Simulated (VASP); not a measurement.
Crystal: Cl.

```
Cl
1.0
     3.12000   -2.24000    0.00000
     3.12000    2.24000    0.00000
     0.00000    0.00000    8.26000
Cl
4
Direct
  0.13000 0.87000 0.10000
  0.63000 0.37000 0.40000
  0.87000 0.13000 0.90000
  0.37000 0.63000 0.60000
```

```yaml
Program: VASP 6.6.1
Task: relaxation of cell and atoms
Functional: PBEsol
Potentials_or_basis: VASP PAW PBE potentials, release 64 (Cl)
Cutoff: 600 eV
k_mesh: 8 × 8 × 4
Occupations: gaussian, width 0.02 eV
Spin: no spin polarisation
```

At the start: pressure -1.3 GPa; volume 28.86 Å³/atom.

Where does the relaxation end?

Over 52 steps the energy falls by 25.3 meV/atom and the volume is 26.79 Å³/atom (-7.2 %); space group Cmce (No. 64, to 0.1 Å) before and after.

The path:
| step | energy change (eV) | largest force (eV/Å) | pressure (GPa) | volume (Å³) |
| --- | --- | --- | --- | --- |
| 1 | 0.0000 | 0.3895 | -1.27 | 115.45 |
| 3 | -0.0184 | 0.1776 | -0.18 | 113.84 |
| 5 | -0.0465 | 0.1578 | -0.14 | 110.84 |
| 7 | 0.0214 | 0.3590 | 2.75 | 97.44 |
| 9 | -0.0814 | 0.0216 | 0.04 | 105.31 |
| 11 | -0.0824 | 0.0465 | -0.07 | 105.21 |
| 13 | -0.0872 | 0.0941 | 0.01 | 104.37 |
| 15 | -0.0877 | 0.1104 | 0.05 | 104.03 |
| 17 | -0.0903 | 0.0895 | 0.49 | 104.03 |
| 19 | -0.0947 | 0.0688 | 0.36 | 104.81 |
| 21 | -0.0947 | 0.0933 | -0.13 | 108.16 |
| 23 | -0.0989 | 0.0367 | -0.04 | 106.60 |
| 25 | -0.0991 | 0.0337 | -0.04 | 106.57 |
| 27 | -0.0996 | 0.0089 | 0.11 | 106.18 |
| 29 | -0.0998 | 0.0348 | -0.02 | 106.47 |
| 31 | -0.0999 | 0.0368 | -0.03 | 106.53 |
| 33 | -0.1005 | 0.0164 | 0.01 | 106.88 |
| 35 | -0.1006 | 0.0162 | 0.03 | 107.08 |
| 37 | -0.1007 | 0.0305 | -0.07 | 107.34 |
| 39 | -0.1008 | 0.0153 | -0.05 | 107.41 |
| 41 | -0.1009 | 0.0085 | -0.02 | 107.49 |
| 43 | -0.1009 | 0.0094 | -0.01 | 107.44 |
| 45 | -0.1010 | 0.0133 | 0.03 | 107.19 |
| 47 | -0.1010 | 0.0077 | 0.00 | 107.20 |
| 49 | -0.1011 | 0.0099 | -0.01 | 107.19 |
| 51 | -0.1011 | 0.0056 | 0.01 | 107.15 |
| 52 | -0.1011 | 0.0031 | 0.01 | 107.15 |

Final structure:
```xyz
4
Lattice="3.4195 -1.9526 0.0000 3.4195 1.9526 0.0000 0.0000 0.0000 8.0235" Properties=species:S:1:pos:R:3 pbc="T T T"
Cl    3.4195    1.4641    0.8845
Cl    3.4195   -0.4885    3.1272
Cl    3.4195   -1.4641    7.1390
Cl    3.4195    0.4885    4.8963
```

Caveat: this functional lacks dispersion, which holds the molecules together, so the pressure and a relaxed volume are unreliable; the PAW data sets were made with another functional, which shifts forces and pressure a little.
